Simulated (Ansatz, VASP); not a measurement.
**Two plane-wave programs on GaO4**

```
CELL_PARAMETERS angstrom
3.97129 0.00000 0.00000
0.00000 3.97129 0.00000
0.00000 0.00000 3.97129
ATOMIC_POSITIONS crystal
Ga 0.00000 0.00000 0.00000
O 0.50000 0.50000 0.50000
O 0.50000 0.00000 0.00000
O 0.00000 0.50000 0.00000
O 0.00000 0.00000 0.50000
```

Alike in both runs: task relaxation of cell and atoms; functional PBE; k mesh 4 × 4 × 4; occupations gaussian, width 0.1 eV; collinear spin.

```csv
,VASP,Ansatz
version,VASP 6.6.1,Ansatz 0.2.0
potentials or method,"VASP PAW PBE potentials, release 64 (Ga_d, O), cutoff 600 eV","scalar-relativistic, plane waves, PAW"
valence electrons in the cell,37,37
```

```tsv
	VASP	Ansatz	Ansatz less VASP
gap on the k mesh at the Fermi level, each at its own relaxed structure (eV)	none	none	-
net moment per atom (μB)	1.00	1.00	0.000
size of the moment on the site where the two differ most (μB)	1.65	1.95	+0.300
relaxed volume (Å³/atom)	11.87	11.89	+0.024
relaxed length of the cell vector where the two differ most in proportion (Å)	3.901	3.903	+0.0026
```

Site moments also hang on the region over which each program counts them. A gap of «none» marks a metal or a gap that the smearing closes.

The k mesh is coarse, so the values compare programs but aren't converged.
